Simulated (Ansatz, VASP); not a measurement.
# One calculation of Ga2As3, two programs

```xyz
10
Lattice="4.0307 0.0000 0.0000 -2.0154 3.4907 0.0000 0.0000 0.0000 16.6136" Properties=species:S:1:pos:R:3 pbc="T T T"
Ga    0.0000    0.0000    7.4396
Ga    0.0000    2.3271   10.7701
Ga    0.0000    2.3271    0.7792
Ga    2.0154    1.1636    4.1057
As    2.0154    1.1636    6.6063
As    0.0000    0.0000    9.9414
As    0.0000    2.3271   13.2744
As    0.0000    0.0000   16.4511
As    0.0000    2.3271    3.2746
As    2.0154    1.1636   14.4296
```

Alike in both runs: functional PBE; k mesh 12 × 12 × 2; occupations gaussian, width 0.02 eV; no spin polarisation.

Ansatz relaxed the structure, and its values are those at the end. VASP's run is a single point on that final structure, the one shown.

```csv
,VASP,Ansatz
version,VASP 6.6.1,Ansatz 0.2.0
potentials or method,"VASP PAW PBE potentials, release 64 (Ga_d, As), cutoff 520 eV","scalar-relativistic, plane waves, PAW"
valence electrons in the cell,82,142
```

Ansatz gave:

| Quantity | Value |
| --- | --- |
| gap on the k mesh at the Fermi level (eV) | 0.20 |
| least direct gap on the mesh (eV) | 0.37 |
| pressure (GPa) | 0.0 |
| rms of the force components (eV/Å) | 0.000 |

**Question.** What did VASP give for the same quantities?

**Answer.** gap on the k mesh at the Fermi level (eV): 0.20; least direct gap on the mesh (eV): 0.37; pressure (GPa): 0.2; rms of the force components (eV/Å): 0.006.

VASP's potentials hold 82 valence electrons a cell and Ansatz's 142, so a difference there can come from the potentials and not from the codes.
